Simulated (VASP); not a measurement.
# CdF2 (Fm-3m) in VASP: electric field gradients with r2SCAN

Aim: the electric field gradients of CdF2 with r2SCAN.

Everything below comes from runs of VASP 6.6.1. Logs are shortened: lines on timing, memory, paths and dates and some standing lists are left out, and cuts for length are marked.

## 1. The cell of the first run

The structure is cubic, space group Fm-3m (No. 225). The conventional cell has a = 5.388 Å, b = 5.388 Å, c = 5.388 Å, α = 90.00°, β = 90.00°, γ = 90.00°. Cd (site symmetry m-3m) has 8 F at 2.33 Å within 3.1 Å. Within 3.1 Å of F (site symmetry -43m) lie 4 Cd at 2.33 Å and 6 F at 2.69 Å.

## 2. Electric field gradients, r2SCAN

The input, POSCAR:

```
CdF2
1.0
    0.0000000000      2.6940000000      2.6940000000
    2.6940000000      0.0000000000      2.6940000000
    2.6940000000      2.6940000000      0.0000000000
Cd F
1 2
Direct
    0.0000000000      0.0000000000      0.0000000000
    0.2500000000      0.2500000000      0.2500000000
    0.7500000000      0.7500000000      0.7500000000
```

The input, INCAR.step1:

```
PREC = Accurate
ENCUT = 580
ISMEAR = -1
SIGMA = 0.02
LREAL = False
LASPH = True
NELM = 120
NBANDS = 24
GGA = PE
ALGO = Normal
EDIFF = 1E-5
LWAVE = True
LCHARG = False
GGA_COMPAT = False
```

The input, INCAR.step2:

```
PREC = Accurate
ENCUT = 580
EDIFF = 1E-8
ISMEAR = -1
SIGMA = 0.02
LREAL = False
LASPH = True
NELM = 120
ALGO = Normal
ISIF = 2
LWAVE = False
LCHARG = False
METAGGA = R2SCAN
LMIXTAU = True
LEFG = True
NBANDS = 24
ISTART = 1
GGA_COMPAT = False
```

The input, KPOINTS:

```
Automatic mesh
0
Gamma
  8 8 8
```

Potentials or basis: VASP PAW PBE potentials, release 64 (Cd_sv_GW, F).

On the command line:

```console
$ cat potpaw_PBE.64/Cd_sv_GW/POTCAR potpaw_PBE.64/F/POTCAR > POTCAR
$ cp INCAR.step1 INCAR
$ mpirun -np 1 vasp_std > vasp.out
$ cp INCAR.step2 INCAR
$ mpirun -np 1 vasp_std > vasp.out
```

OUTCAR:

```text
PREC = Accurate
   ENCUT = 580
   EDIFF = 1E-8
   ISMEAR = -1
   LREAL = False
   LASPH = True
   NELM = 120
   ISIF = 2
   METAGGA = R2SCAN
   ISTART = 1

 ion  position               nearest neighbor table
   1  0.000  0.000  0.000-
   2  0.250  0.250  0.250-
   3  0.750  0.750  0.750-

  LATTYP: Found a face centered cubic cell.
 ALAT       =     5.3880000000

  Lattice vectors:

 A1 = (   0.0000000000,   2.6940000000,   2.6940000000)
 A2 = (   2.6940000000,   0.0000000000,   2.6940000000)
 A3 = (   2.6940000000,   2.6940000000,   0.0000000000)

Analysis of symmetry for initial positions (statically):
=====================================================================
 Subroutine PRICEL returns:
 Original cell was already a primitive cell.

 Routine SETGRP: Setting up the symmetry group for a
 face centered cubic supercell.

 Subroutine GETGRP returns: Found 48 space group operations
 (whereof 48 operations were pure point group operations)
 out of a pool of 48 trial point group operations.

The static configuration has the point symmetry O_h .

Analysis of symmetry for dynamics (positions and initial velocities):
=====================================================================
 Subroutine PRICEL returns:
 Original cell was already a primitive cell.

 Routine SETGRP: Setting up the symmetry group for a
 face centered cubic supercell.

 Subroutine GETGRP returns: Found 48 space group operations
 (whereof 48 operations were pure point group operations)
 out of a pool of 48 trial point group operations.

The dynamic configuration has the point symmetry O_h .

 Subroutine INISYM returns: Found 48 space group operations
 (whereof 48 operations are pure point group operations),
 and found     1 'primitive' translations

----------------------------------------------------------------------------------------

                                     Primitive cell

  volume of cell :      39.1041

  direct lattice vectors                    reciprocal lattice vectors
     0.000000000  2.694000000  2.694000000    -0.185597624  0.185597624  0.185597624
     2.694000000  0.000000000  2.694000000     0.185597624 -0.185597624  0.185597624
     2.694000000  2.694000000  0.000000000     0.185597624  0.185597624 -0.185597624

  length of vectors
     3.809891337  3.809891337  3.809891337     0.321464515  0.321464515  0.321464515

  position of ions in fractional coordinates (direct lattice)
     0.000000000  0.000000000  0.000000000
     0.250000000  0.250000000  0.250000000
     0.750000000  0.750000000  0.750000000

  ion indices of the primitive-cell ions
   primitive index   ion index
                 1           1
                 2           2
                 3           3

----------------------------------------------------------------------------------------

 KPOINTS: Automatic mesh

Automatic generation of k-mesh.
 Grid dimensions read from file:
 generate k-points for:    8    8    8

 Generating k-lattice:

  Cartesian coordinates                     Fractional coordinates (reciprocal lattice)
    -0.023199703  0.023199703  0.023199703     0.125000000  0.000000000  0.000000000
     0.023199703 -0.023199703  0.023199703     0.000000000  0.125000000  0.000000000
     0.023199703  0.023199703 -0.023199703     0.000000000  0.000000000  0.125000000

  Length of vectors
     0.040183064  0.040183064  0.040183064

  Shift w.r.t. Gamma in fractional coordinates (k-lattice)
     0.000000000  0.000000000  0.000000000

 Subroutine IBZKPT returns following result:
 ===========================================

 Found     29 irreducible k-points:

 Following reciprocal coordinates:
            Coordinates               Weight
  0.000000  0.000000  0.000000      1.000000
  0.125000  0.000000  0.000000      8.000000
  0.250000  0.000000  0.000000      8.000000
  0.375000  0.000000  0.000000      8.000000
  0.500000  0.000000  0.000000      4.000000
  0.125000  0.125000  0.000000      6.000000
[... 16 lines left out ...]
  0.500000  0.250000  0.125000     48.000000
 -0.375000  0.250000  0.125000     24.000000
 [... further k-points ...]
   k-points           NKPTS =     29   k-points in BZ     NKDIM =     29   number of bands    NBANDS=     24
   number of dos      NEDOS =    301   number of ions     NIONS =      3
   total plane-waves  NPLWV =  27000
   dimension x,y,z NGX =    30 NGY =   30 NGZ =   30
   dimension x,y,z NGXF=    60 NGYF=   60 NGZF=   60
   ions per type =               1   2
   NGX,Y,Z   is equivalent  to a cutoff of  13.09, 13.09, 13.09 a.u.
   NGXF,Y,Z  is equivalent  to a cutoff of  26.18, 26.18, 26.18 a.u.
 SYSTEM =  unknown system
   PREC   = accura    normal or accurate (medium, high low for compatibility)
   ISTART =      1    job   : 0-new  1-cont  2-samecut
   ICHARG =      0    charge: 1-file 2-atom 10-const
   ISPIN  =      1    spin polarized calculation?
   LNONCOLLINEAR =      F non collinear calculations
   LSORBIT =      F    spin-orbit coupling
   LASPH  =      T    aspherical Exc in radial PAW
   ENCUT  =  580.0 eV  42.63 Ry    6.53 a.u.   7.48  7.48  7.48*2*pi/ulx,y,z
   NELM   =    120;   NELMIN=  2; NELMDL=  0     # of ELM steps
   EDIFF  = 0.1E-07   stopping-criterion for ELM
   LREAL  =      F    real-space projection
   EDIFFG = 0.1E-06   stopping-criterion for IOM
   NSW    =      0    number of steps for IOM
   IBRION =     -1    ionic relax: 0-MD 1-quasi-New 2-CG
   NFREE  =      0    steps in history (QN), initial steepest desc. (CG)
   ISIF   =      2    stress and relaxation
   ISYM   =      2    0-nonsym 1-usesym 2-fastsym
   POTIM  = 0.5000    time-step for ionic-motion
   TEBEG  =    0.0;   TEEND  =   0.0 temperature during run
   PSTRESS=    0.0 pullay stress
   NELECT =      34.0000    total number of electrons
   NUPDOWN=      -1.0000    fix difference up-down
   EMIN   =  10.00;   EMAX   =-10.00  energy-range for DOS
   EFERMI =   0.00;   METHOD = LEGACY
   ISMEAR =    -1;   SIGMA  =   0.02  broadening in eV -4-tet -1-fermi 0-gaus
   EFERMI_NEDOS =   21; number of points for ismear=-14 and -15
   IALGO  =     38    algorithm
   IMIX   =      4    mixing-type and parameters
     AMIX     =   0.40;   BMIX     =  1.00
     AMIX_MAG =   1.60;   BMIX_MAG =  1.00
  volume/ion in A,a.u.               =      13.03        87.96
  Fermi-wavevector in a.u.,A,eV,Ry     =   1.562525  2.952743 33.218397  2.441483
  Thomas-Fermi vector in A             =   2.665430
   LORBIT       =      0    0 simple, 1 ext, 2 COOP (PROOUT), +10 PAW based schemes
   METAGGA = R2SCAN    functional components
   LHFCALC =     F    Hartree Fock is set to
   AEXX    =    0.0000 exact exchange contribution
   IVDW    =     0    specifies the selected vdW correction
   LEPSILON=     F    determine dielectric tensor
   LRPA    =     F    only Hartree local field effects (RPA)
 non-spin polarized calculation
  energy-cutoff  :      580.00
  volume of cell :       39.10
 maximum number of plane-waves:      1254
 NGX is ok and might be reduce to    30
   NGX = 15   NGY = 15   NGZ = 15

 number of electron      33.9999989 magnetization

 Free energy of the ion-electron system (eV)
  ---------------------------------------------------
  ext. energy  EPLUGINS =         0.00000000
  ---------------------------------------------------
  free energy    TOTEN  =       -33.83713116 eV

  energy without entropy =      -33.83713116  energy(sigma->0) =      -33.83713116

 E-fermi :   0.7306     XC(G=0): -11.2085

 val. band max:        0.0783475174   @ k =  -0.2500   0.5000   0.2500
 cond. band min:       3.8619185129   @ k =   0.0000   0.0000   0.0000
 fundamental gap:      3.7835709955
 Fermi energy:         0.7306331606

 k-point     1 :       0.0000    0.0000    0.0000
  band No.  band energies     occupation
      1    -100.9043      2.00000
      2     -61.1048      2.00000
      3     -61.1048      2.00000
      4     -61.1048      2.00000
      5     -21.8485      2.00000
      6     -20.7888      2.00000
[... 16 lines left out ...]
     23      20.9736      0.00000
     24      20.9736      0.00000
[... 598 lines left out ...]
      2     -61.1068      2.00000
      3     -61.1060      2.00000
      4     -61.1054      2.00000
      5     -21.3036      2.00000
      6     -21.2695      2.00000
[... 16 lines left out ...]
     23      19.5756      0.00000
     24      23.1227      0.00000

 [... further k-points ...]

------------------------ aborting loop because EDIFF is reached ----------------------------------------

  FORCE on cell =-STRESS in cart. coord.  units (eV):
  Direction    XX          YY          ZZ          XY          YZ          ZX
  --------------------------------------------------------------------------------------
  -------------------------------------------------------------------------------------
  Total       -0.2615744     -0.2615744     -0.2615744      0.0000000     -0.0000000      0.0000000
  in kB      -10.7172433    -10.7172433    -10.7172433      0.0000000     -0.0000000      0.0000000
  external PRESSURE =     -10.7172433 kB  Pullay stress =       0.0000000 kB

 VOLUME and BASIS-vectors are now :
 -----------------------------------------------------------------------------
  energy-cutoff  :      580.00
  volume of cell :       39.10
      direct lattice vectors                 reciprocal lattice vectors
     0.000000000  2.694000000  2.694000000    -0.185597624  0.185597624  0.185597624
     2.694000000  0.000000000  2.694000000     0.185597624 -0.185597624  0.185597624
     2.694000000  2.694000000  0.000000000     0.185597624  0.185597624 -0.185597624

 POSITION                                       TOTAL-FORCE (eV/Angst)
 -----------------------------------------------------------------------------------
      0.00000      0.00000      0.00000        -0.000000      0.000000     -0.000000
      1.34700      1.34700      1.34700        -0.000000     -0.000000     -0.000000
      4.04100      4.04100      4.04100         0.000000      0.000000      0.000000
 -----------------------------------------------------------------------------------
    total drift:                                0.000000     -0.000000     -0.000000

  FREE ENERGIE OF THE ION-ELECTRON SYSTEM (eV)
  ---------------------------------------------------
  free  energy   TOTEN  =       -33.8371311603 eV

  energy  without entropy=      -33.8371311603  energy(sigma->0) =      -33.83713116

 Electric field gradients (V/A^2)
---------------------------------------------------------------------
 ion       V_xx      V_yy      V_zz      V_xy      V_xz      V_yz
---------------------------------------------------------------------
   1       0.000     0.000    -0.000     0.004     0.004     0.004
   2      -0.000    -0.000    -0.000    -0.004    -0.004    -0.004
   3      -0.000    -0.000    -0.000    -0.004    -0.004    -0.004
---------------------------------------------------------------------

 Electric field gradients after diagonalization (V/A^2)
 (convention: |V_zz| > |V_xx| > |V_yy|)
----------------------------------------------------------------------
 ion       V_xx      V_yy      V_zz     asymmetry (V_yy - V_xx)/ V_zz
----------------------------------------------------------------------
   1      -0.004    -0.004     0.007       0.000
   2       0.004     0.004    -0.008       0.000
   3       0.004     0.004    -0.008       0.000
----------------------------------------------------------------------

           NMR quadrupolar parameters

 Cq : quadrupolar parameter    Cq=e*Q*V_zz/h
 eta: asymmetry parameters     (V_yy - V_xx)/ V_zz
 Q  : nuclear electric quadrupole moment in mb (millibarn)
----------------------------------------------------------------------
 ion       Cq(MHz)       eta       Q (mb)
----------------------------------------------------------------------
   1       0.000       0.000       1.000
   2      -0.000       0.000       1.000
   3      -0.000       0.000       1.000
----------------------------------------------------------------------
```

Wall time 1.9 min (1 thread of Intel Xeon Platinum 8488C (Sapphire Rapids), shared host); peak memory 0.19 GiB.

Results:

- Free energy: -33.8371 eV
- Pressure: -1.1 GPa
- Band gap on the k mesh: 3.78 eV (least direct gap 4.30 eV)
- Largest electric field gradient by atom: zero within the noise of the run

Caveat: the PAW data sets were made with another functional, which shifts forces and pressure a little. A k mesh can miss the band edges.
